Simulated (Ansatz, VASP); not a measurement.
# ScBiTe3S: VASP beside Ansatz

File INCAR:

```
SYSTEM = ScBiTe3S
  PREC = Accurate
  ENCUT = 520
  EDIFF = 1E-6
  ISMEAR = 0
  SIGMA = 0.1
  LREAL = .False.
  LASPH = .True.
  NELM = 100
  ALGO = Normal
  ISIF = 2
  LWAVE = .False.
  LCHARG = .True.
  GGA = PE
  LELF = .True.
  LVHAR = .True.
  NBANDS = 34
```

KPOINTS

```
Automatic mesh
0
Gamma
  3 3 4
  0 0 0
```

POSCAR

```
ScBiTe3S
1.0
    6.5632579500      0.0000000000      0.0000000000
   -3.2816289800      5.6839481200      0.0000000000
    0.0000000000      0.0000000000      4.8256074700
Sc Bi Te S
1 1 3 1
Direct
    0.3333333300      0.6666666700      0.0000000000
    0.6666666700      0.3333333300      0.0000000000
    0.6650506700      0.8325253300      0.5000000000
    0.1674746700      0.8325253300      0.5000000000
    0.1674746700      0.3349493300      0.5000000000
    0.0000000000      0.0000000000      0.0000000000
```

Input for Ansatz:

```yaml
crystal:
  lattice:
    - [6.56325795, 0.0, 0.0]
    - [-3.28162898, 5.68394812, 0.0]
    - [0.0, 0.0, 4.82560747]
  atoms:
    - { symbol: Sc, position: [0.33333333, 0.66666667, 0.0] }
    - { symbol: Bi, position: [0.66666667, 0.33333333, 0.0] }
    - { symbol: Te, position: [0.66505067, 0.83252533, 0.5] }
    - { symbol: Te, position: [0.16747467, 0.83252533, 0.5] }
    - { symbol: Te, position: [0.16747467, 0.33494933, 0.5] }
    - { symbol: S, position: [0.0, 0.0, 0.0] }
basis:
  ecutwfc: 420
kpoints:
  mp_grid: { grid: [3, 3, 4] }
hamiltonian:
  xc: pbe
scf:
  occupations: { method: gaussian, width: 0.1 }
  lower_state_search: "off"
output:
  forces: true
  stress: true
  eigenvalues: true
```

Change from the starting cell: species swapped into the LaAlCuNi3 type (P-6m2, No. 187).

Alike in both runs: task single point; functional PBE; k mesh 3 × 3 × 4; occupations gaussian, width 0.1 eV; no spin polarisation.

```csv
,VASP,Ansatz
version,VASP 6.6.1,Ansatz 0.2.0
potentials or method,"VASP PAW PBE potentials, release 64 (Sc_sv, Bi_d, Te, S), cutoff 520 eV","scalar-relativistic, plane waves, PAW"
valence electrons in the cell,50,80
```

```tsv
	VASP	Ansatz	Ansatz less VASP
gap on the k mesh at the Fermi level (eV)	none	none	-
pressure (GPa)	-3.0	-2.9	+0.04
traceless stress, the component that is largest in VASP (GPa)	1.39	1.37	-0.021
rms of the force components (eV/Å)	0.120	0.124	+0.0045
```

Atom by atom the forces differ by 0.005 eV/Å (rms over components). A gap of «none» marks a metal or a gap that the smearing closes. VASP's potentials hold 50 valence electrons a cell and Ansatz's 80, so a difference there can come from the potentials and not from the codes.

The k mesh is coarse, so the values compare programs but aren't converged. Neither program's run includes spin-orbit coupling.
